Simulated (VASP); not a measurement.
# H12CO5 in VASP: single point with PBE+D3(BJ)

Aim: the single point of H12CO5 with PBE+D3(BJ).

Program: VASP 6.6.1. These are calculated values, not measurements. Logs are shortened: lines on timing, memory, paths and dates and some standing lists are left out, and cuts for length are marked.

## (1) The cell of the first run

The cell holds an amorphous packing of atoms, 18 atoms: a = 6.241 Å, b = 6.241 Å, c = 6.241 Å, α = 90.00°, β = 90.00°, γ = 90.00°.

## (2) Single point, PBE+D3(BJ)

Input file INCAR:

```
SYSTEM = H12CO5
ALGO     = Normal         ! electronic algorithm
EDIFF    = 1E-6           ! SCF threshold, eV
ENCUT    = 520            ! plane-wave cutoff, eV
GGA      = PE             ! functional
ISIF     = 2              ! what is computed and relaxed
ISMEAR   = -1             ! smearing method
IVDW     = 12             ! dispersion correction
LASPH    = .TRUE.         ! aspherical terms in the spheres
LCHARG   = .FALSE.        ! write CHGCAR
LREAL    = Auto         
LWAVE    = .FALSE.        ! write WAVECAR
NBANDS   = 38             ! bands
NELM     = 80             ! most SCF steps
PREC     = Accurate       ! precision mode
SIGMA    = 0.05           ! smearing width, eV
```

Input file KPOINTS:

```
k-points
0
G
  1 1 1
  0 0 0
```

Input file POSCAR:

```
H12CO5
1.0
    6.2411070000      0.0000000000      0.0000000000
    0.0000000000      6.2411070000      0.0000000000
    0.0000000000      0.0000000000      6.2411070000
O H C
5 12 1
Direct
    0.4397661978      0.7833812272      0.4187969171
    0.7879335498      0.6315418143      0.2011296366
    0.1991623776      0.3859894052      0.6553052758
    0.6173434947      0.7388510544      0.8147979227
   -0.0673058718      1.0567835364      0.8975445777
    0.5626551649      0.7333746006      0.3295048896
    0.4284824327      0.9363861909      0.3929905581
    0.8898744229      0.7492183963      0.1916070759
    0.7314917608      0.6226539212      0.0527080599
    0.1654300072      0.4855916312      0.5401250240
    0.3072533607      0.4629164442      0.7376466824
    0.5581242380      0.7475639322      0.6670918182
    0.6937796118      0.8765315974      0.8320273422
    0.0768175168      0.7625629312      0.8770456214
   -0.0386044643      1.2011937609      0.8433605673
    0.1189903023      0.9281411421      0.6482626932
    0.2606222589      0.9827112031      0.8925266283
    0.1075652390      0.9274564112      0.8243306096
```

Potentials or basis: VASP PAW PBE potentials, release 64 (O, H, C).

Started as:

```bash
$ cat potpaw_PBE.64/O/POTCAR potpaw_PBE.64/H/POTCAR potpaw_PBE.64/C/POTCAR > POTCAR
$ mpirun -np 1 vasp_gam > vasp.out
```

OUTCAR:

```text
SYSTEM = H12CO5
   EDIFF = 1E-6
   ENCUT = 520
   GGA = PE
   ISIF = 2
   ISMEAR = -1
   IVDW = 12
   LASPH = .TRUE.
   LREAL = Auto
   NELM = 80
   PREC = Accurate
 IVDW          = 12

 ion  position               nearest neighbor table
   1  0.440  0.783  0.419-   7 0.97   6 1.00
   2  0.788  0.632  0.201-   8 0.97   9 0.99
   3  0.199  0.386  0.655-  10 0.97  11 0.97
   4  0.617  0.739  0.815-  13 0.99  12 0.99
   5  0.933  0.057  0.898-  15 0.98  18 1.43
   6  0.563  0.733  0.330-   1 1.00
   7  0.428  0.936  0.393-   1 0.97
   8  0.890  0.749  0.192-   2 0.97
   9  0.731  0.623  0.053-   2 0.99
  10  0.165  0.486  0.540-   3 0.97
  11  0.307  0.463  0.738-   3 0.97
  12  0.558  0.748  0.667-   4 0.99
  13  0.694  0.877  0.832-   4 0.99
  14  0.077  0.763  0.877-  18 1.10
  15  0.961  0.201  0.843-   5 0.98
  16  0.119  0.928  0.648-  18 1.10
  17  0.261  0.983  0.893-  18 1.10
  18  0.108  0.927  0.824-  14 1.10  17 1.10  16 1.10   5 1.43

  LATTYP: Found a simple cubic cell.
 ALAT       =     6.2411070000

  Lattice vectors:

 A1 = (   6.2411070000,   0.0000000000,   0.0000000000)
 A2 = (   0.0000000000,   6.2411070000,   0.0000000000)
 A3 = (   0.0000000000,   0.0000000000,   6.2411070000)

Analysis of symmetry for initial positions (statically):
=====================================================================
 Subroutine PRICEL returns:
 Original cell was already a primitive cell.

 Routine SETGRP: Setting up the symmetry group for a
 simple cubic supercell.

 Subroutine GETGRP returns: Found  1 space group operations
 (whereof  1 operations were pure point group operations)
 out of a pool of 48 trial point group operations.

The static configuration has the point symmetry C_1 .

Analysis of symmetry for dynamics (positions and initial velocities):
=====================================================================
 Subroutine PRICEL returns:
 Original cell was already a primitive cell.

 Routine SETGRP: Setting up the symmetry group for a
 simple cubic supercell.

 Subroutine GETGRP returns: Found  1 space group operations
 (whereof  1 operations were pure point group operations)
 out of a pool of 48 trial point group operations.

The dynamic configuration has the point symmetry C_1 .

 Subroutine INISYM returns: Found  1 space group operations
 (whereof  1 operations are pure point group operations),
 and found     1 'primitive' translations

----------------------------------------------------------------------------------------

                                     Primitive cell

  volume of cell :     243.1000

  direct lattice vectors                    reciprocal lattice vectors
     6.241107000  0.000000000  0.000000000     0.160227985  0.000000000  0.000000000
     0.000000000  6.241107000  0.000000000     0.000000000  0.160227985  0.000000000
     0.000000000  0.000000000  6.241107000     0.000000000  0.000000000  0.160227985

  length of vectors
     6.241107000  6.241107000  6.241107000     0.160227985  0.160227985  0.160227985

  position of ions in fractional coordinates (direct lattice)
     0.439766198  0.783381227  0.418796917
     0.787933550  0.631541814  0.201129637
     0.199162378  0.385989405  0.655305276
     0.617343495  0.738851054  0.814797923
     0.932694128  0.056783536  0.897544578
     0.562655165  0.733374601  0.329504890
     0.428482433  0.936386191  0.392990558
     0.889874423  0.749218396  0.191607076
     0.731491761  0.622653921  0.052708060
     0.165430007  0.485591631  0.540125024
     0.307253361  0.462916444  0.737646682
     0.558124238  0.747563932  0.667091818
     0.693779612  0.876531597  0.832027342
     0.076817517  0.762562931  0.877045621
     0.961395536  0.201193761  0.843360567
     0.118990302  0.928141142  0.648262693
     0.260622259  0.982711203  0.892526628
     0.107565239  0.927456411  0.824330610

  ion indices of the primitive-cell ions
   primitive index   ion index
                 1           1
                 2           2
                 3           3
                 4           4
                 5           5
                 6           6
                 7           7
                 8           8
                 9           9
                10          10
                11          11
                12          12
                13          13
                14          14
                15          15
                16          16
                17          17
                18          18

----------------------------------------------------------------------------------------

 KPOINTS: k-points

Automatic generation of k-mesh.
 Grid dimensions read from file:
 generate k-points for:    1    1    1

 Generating k-lattice:

  Cartesian coordinates                     Fractional coordinates (reciprocal lattice)
     0.160227985  0.000000000  0.000000000     1.000000000  0.000000000  0.000000000
     0.000000000  0.160227985  0.000000000     0.000000000  1.000000000  0.000000000
     0.000000000  0.000000000  0.160227985     0.000000000  0.000000000  1.000000000

  Length of vectors
     0.160227985  0.160227985  0.160227985

  Shift w.r.t. Gamma in fractional coordinates (k-lattice)
     0.000000000  0.000000000  0.000000000

 Subroutine IBZKPT returns following result:
 ===========================================

 Found      1 irreducible k-points:

 Following reciprocal coordinates:
            Coordinates               Weight
  0.000000  0.000000  0.000000      1.000000
   k-points           NKPTS =      1   k-points in BZ     NKDIM =      1   number of bands    NBANDS=     38
   number of dos      NEDOS =    301   number of ions     NIONS =     18
   total plane-waves  NPLWV = 110592
   dimension x,y,z NGX =    48 NGY =   48 NGZ =   48
   dimension x,y,z NGXF=    96 NGYF=   96 NGZF=   96
   ions per type =               5  12   1
   NGX,Y,Z   is equivalent  to a cutoff of  12.79, 12.79, 12.79 a.u.
   NGXF,Y,Z  is equivalent  to a cutoff of  25.57, 25.57, 25.57 a.u.
 SYSTEM =  H12CO5
   PREC   = accura    normal or accurate (medium, high low for compatibility)
   ISTART =      0    job   : 0-new  1-cont  2-samecut
   ICHARG =      2    charge: 1-file 2-atom 10-const
   ISPIN  =      1    spin polarized calculation?
   LNONCOLLINEAR =      F non collinear calculations
   LSORBIT =      F    spin-orbit coupling
   LASPH  =      T    aspherical Exc in radial PAW
   ENCUT  =  520.0 eV  38.22 Ry    6.18 a.u.  11.60 11.60 11.60*2*pi/ulx,y,z
   NELM   =     80;   NELMIN=  2; NELMDL= -5     # of ELM steps
   EDIFF  = 0.1E-05   stopping-criterion for ELM
   LREAL  =      T    real-space projection
   EDIFFG = 0.1E-04   stopping-criterion for IOM
   NSW    =      0    number of steps for IOM
   IBRION =     -1    ionic relax: 0-MD 1-quasi-New 2-CG
   NFREE  =      0    steps in history (QN), initial steepest desc. (CG)
   ISIF   =      2    stress and relaxation
   ISYM   =      2    0-nonsym 1-usesym 2-fastsym
   POTIM  = 0.5000    time-step for ionic-motion
   TEBEG  =    0.0;   TEEND  =   0.0 temperature during run
   PSTRESS=    0.0 pullay stress
   NELECT =      46.0000    total number of electrons
   NUPDOWN=      -1.0000    fix difference up-down
   EMIN   =  10.00;   EMAX   =-10.00  energy-range for DOS
   EFERMI =   0.00;   METHOD = LEGACY
   ISMEAR =    -1;   SIGMA  =   0.05  broadening in eV -4-tet -1-fermi 0-gaus
   EFERMI_NEDOS =   21; number of points for ismear=-14 and -15
   IALGO  =     38    algorithm
   IMIX   =      4    mixing-type and parameters
     AMIX     =   0.40;   BMIX     =  1.00
     AMIX_MAG =   1.60;   BMIX_MAG =  1.00
  volume/ion in A,a.u.               =      13.51        91.14
  Fermi-wavevector in a.u.,A,eV,Ry     =   0.939866  1.776089 12.018674  0.883348
  Thomas-Fermi vector in A             =   2.067220
   LORBIT       =      0    0 simple, 1 ext, 2 COOP (PROOUT), +10 PAW based schemes
   GGA     = PE    functional components
   LHFCALC =     F    Hartree Fock is set to
   AEXX    =    0.0000 exact exchange contribution
   IVDW    =    12    specifies the selected vdW correction
   LEPSILON=     F    determine dielectric tensor
   LRPA    =     F    only Hartree local field effects (RPA)
 non-spin polarized calculation
  energy-cutoff  :      520.00
  volume of cell :      243.10
 maximum number of plane-waves:      3310
 NGX is ok and might be reduce to    48
   NGX = 23   NGY = 23   NGZ = 23

 number of electron      45.9999999 magnetization

 Free energy of the ion-electron system (eV)
  ---------------------------------------------------
  ext. energy  EPLUGINS =         0.00000000
  ---------------------------------------------------
  free energy    TOTEN  =       -88.66296430 eV

  energy without entropy =      -88.66296430  energy(sigma->0) =      -88.66296430

 E-fermi :  -2.9457     XC(G=0):  -5.6676

 val. band max:       -4.1887836832   @ k =   0.0000   0.0000   0.0000
 cond. band min:       0.2693739371   @ k =   0.0000   0.0000   0.0000
 fundamental gap:      4.4581576203
 Fermi energy:        -2.9457251643

 k-point     1 :       0.0000    0.0000    0.0000
  band No.  band energies     occupation
      1     -23.3554      2.00000
      2     -23.1934      2.00000
      3     -22.9769      2.00000
      4     -22.7739      2.00000
      5     -22.1678      2.00000
      6     -14.4354      2.00000
      7     -10.8719      2.00000
      8     -10.8005      2.00000
      9     -10.7026      2.00000
     10     -10.4630      2.00000
     11      -9.7906      2.00000
     12      -8.3813      2.00000
     13      -8.2468      2.00000
     14      -7.5557      2.00000
     15      -7.4058      2.00000
     16      -7.1042      2.00000
     17      -6.3932      2.00000
     18      -6.0551      2.00000
     19      -5.1402      2.00000
     20      -4.9792      2.00000
     21      -4.9188      2.00000
     22      -4.5198      2.00000
     23      -4.1888      2.00000
     24       0.2694      0.00000
     25       3.2013      0.00000
     26       3.5426      0.00000
     27       3.5841      0.00000
     28       4.2666      0.00000
     29       4.5548      0.00000
     30       5.0246      0.00000
     31       5.2010      0.00000
     32       5.4048      0.00000
     33       6.1438      0.00000
     34       6.2741      0.00000
     35       6.3719      0.00000
 [bands above 35 left out]

------------------------ aborting loop because EDIFF is reached ----------------------------------------

 Edisp (eV)   -0.48037

 E8    (eV) :    -0.1018

  FORCE on cell =-STRESS in cart. coord.  units (eV):
  Direction    XX          YY          ZZ          XY          YZ          ZX
  --------------------------------------------------------------------------------------
  -------------------------------------------------------------------------------------
  Total      -0.66639    -0.92602     0.04864    -0.70245     0.29268    -0.37532
  in kB      -4.39191    -6.10305     0.32055    -4.62960     1.92896    -2.47362
  external pressure =       -3.39 kB  Pullay stress =        0.00 kB

 VOLUME and BASIS-vectors are now :
 -----------------------------------------------------------------------------
  energy-cutoff  :      520.00
  volume of cell :      243.10
      direct lattice vectors                 reciprocal lattice vectors
     6.241107000  0.000000000  0.000000000     0.160227985  0.000000000  0.000000000
     0.000000000  6.241107000  0.000000000     0.000000000  0.160227985  0.000000000
     0.000000000  0.000000000  6.241107000     0.000000000  0.000000000  0.160227985

 POSITION                                       TOTAL-FORCE (eV/Angst)
 -----------------------------------------------------------------------------------
      2.74463      4.88917      2.61376        -0.082262     -0.040580      0.059451
      4.91758      3.94152      1.25527        -0.077972     -0.029699     -0.087374
      1.24299      2.40900      4.08983         0.002802      0.038950      0.037573
      3.85291      4.61125      5.08524         0.089330      0.184160     -0.051465
      5.82104      0.35439      5.60167        -0.134719      0.077573      0.032265
      3.51159      4.57707      2.05648         0.117876     -0.080842     -0.105726
      2.67420      5.84409      2.45270        -0.034639      0.050447     -0.016110
      5.55380      4.67595      1.19584         0.045301      0.035445      0.065794
      4.56532      3.88605      0.32896        -0.056777      0.049879     -0.006424
      1.03247      3.03063      3.37098        -0.031316      0.000978     -0.053283
      1.91760      2.88911      4.60373         0.025936     -0.046164      0.004989
      3.48331      4.66563      4.16339        -0.028526     -0.058761      0.079407
      4.32995      5.47053      5.19277        -0.008461     -0.155263      0.054414
      0.47943      4.75924      5.47374        -0.001271      0.026652      0.022031
      6.00017      1.25567      5.26350        -0.008691      0.059494      0.002964
      0.74263      5.79263      4.04588         0.013679      0.015008      0.026188
      1.62657      6.13321      5.57035        -0.064012     -0.027194     -0.046020
      0.67133      5.78835      5.14474         0.233721     -0.100084     -0.018674
 -----------------------------------------------------------------------------------
    total drift:                                0.011935      0.001903     -0.009753

  FREE ENERGIE OF THE ION-ELECTRON SYSTEM (eV)
  ---------------------------------------------------
  free  energy   TOTEN  =       -89.1433373701 eV

  energy  without entropy=      -89.1433373700  energy(sigma->0) =      -89.14333737
```

Wall time 13 s (1 thread of Intel Xeon 6975P-C (Granite Rapids), shared host); peak memory 0.31 GiB.

What came out:

```
Free energy                : -89.1433 eV
Pressure                   : -0.3 GPa
Largest force              : 0.255 eV/Å
Band gap on the k mesh     : 4.46 eV
Dispersion energy per atom : -0.027 eV
```

Forces on the atoms (eV/Å):
```
O   -0.082 -0.041  0.059
O   -0.078 -0.030 -0.087
O    0.003  0.039  0.038
O    0.089  0.184 -0.051
O   -0.135  0.078  0.032
H    0.118 -0.081 -0.106
H   -0.035  0.050 -0.016
H    0.045  0.035  0.066
H   -0.057  0.050 -0.006
H   -0.031  0.001 -0.053
H    0.026 -0.046  0.005
H   -0.029 -0.059  0.079
H   -0.008 -0.155  0.054
H   -0.001  0.027  0.022
H   -0.009  0.059  0.003
H    0.014  0.015  0.026
H   -0.064 -0.027 -0.046
C    0.234 -0.100 -0.019
```

Levels at points of the mesh, in eV from the valence-band top:
| k point | band 19 | band 20 | band 21 | band 22 | band 23 | band 24 | band 25 | band 26 | band 27 | band 28 |
| --- | --- | --- | --- | --- | --- | --- | --- | --- | --- | --- |
| (0.00, 0.00, 0.00) | -0.95 | -0.79 | -0.73 | -0.33 | 0.00 | 4.46 | 7.39 | 7.73 | 7.77 | 8.46 |

Caveat: the k points lie up to 1.01 Å⁻¹ apart.
